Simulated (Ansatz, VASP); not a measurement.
**Two plane-wave programs on Ba**

INCAR

```
PREC     = Accurate       # precision mode
ENCUT    = 520            # plane-wave cutoff, eV
EDIFF    = 1E-8           # SCF threshold, eV
ISMEAR   = -1             # smearing method
SIGMA    = 0.05           # smearing width, eV
LREAL    = F              # projectors in reciprocal space
LASPH    = T              # aspherical terms in the spheres
NELM     = 60             # most SCF steps
ALGO     = Normal         # electronic algorithm
ISIF     = 2              # what is computed and relaxed
LWAVE    = F              # write WAVECAR
LCHARG   = F              # write CHGCAR
GGA      = PS             # functional
LEFG     = T            
NBANDS   = 11             # bands
```

The input KPOINTS:

```
regular mesh
0
Gamma
  10 10 10
```

The input POSCAR:

```
Ba
1.0
   -2.5000000000      2.5000000000      2.5000000000
    2.5000000000     -2.5000000000      2.5000000000
    2.5000000000      2.5000000000     -2.5000000000
Ba
1
Direct
    0.0000000000      0.0000000000      0.0000000000
```

Input for Ansatz:

```yaml
crystal:
  lattice:
    - [-2.5, 2.5, 2.5]
    - [2.5, -2.5, 2.5]
    - [2.5, 2.5, -2.5]
  atoms:
    - { symbol: Ba, position: [0.0, 0.0, 0.0] }
kpoints:
  mp_grid: { grid: [10, 10, 10] }
  band_path:
    path:
      - [0.0, 0.0, 0.0]
      - [0.5, -0.5, 0.5]
      - [0.0, 0.0, 0.5]
      - [0.0, 0.0, 0.0]
      - [0.25, 0.25, 0.25]
      - [0.5, -0.5, 0.5]
      - [0.25, 0.25, 0.25]
      - [0.0, 0.0, 0.5]
    npoints: 14
scf:
  occupations: { method: fermi_dirac, width: 0.05 }
hamiltonian:
  xc: pbesol
  pseudopotentials: { kind: paw }
output:
  forces: true
  stress: true
  eigenvalues: true
  efg: { contact_densities: true }
  populations: true
  bader: true
  dos: { projected: true, de: 0.2, e_range: [-14, 8] }
  write_density: true
  write_potential: true
  elf: true
  volumetric_format: npy
```

Alike in both runs: task electric field gradients; functional PBEsol; k mesh 10 × 10 × 10; occupations fermi-dirac, width 0.05 eV; no spin polarisation.

|  | VASP | Ansatz |
| --- | --- | --- |
| version | VASP 6.6.1 | Ansatz 0.2.0 |
| potentials or method | VASP PAW PBE potentials, release 64 (Ba_sv) | PAW with Ansatz's default frozen-core files, scalar-relativistic |
| plane-wave cutoff (eV) | 520 | 420 |
| valence electrons in the cell | 10 | 10 |

```csv
,VASP,Ansatz,Ansatz less VASP
pressure (GPa),-0.5,-0.6,-0.06
```

VASP's potentials were made for PBE, not for PBEsol. With one functional, cell and mesh, what is left measures potentials, basis and numerics.

Spin-orbit coupling is off throughout.
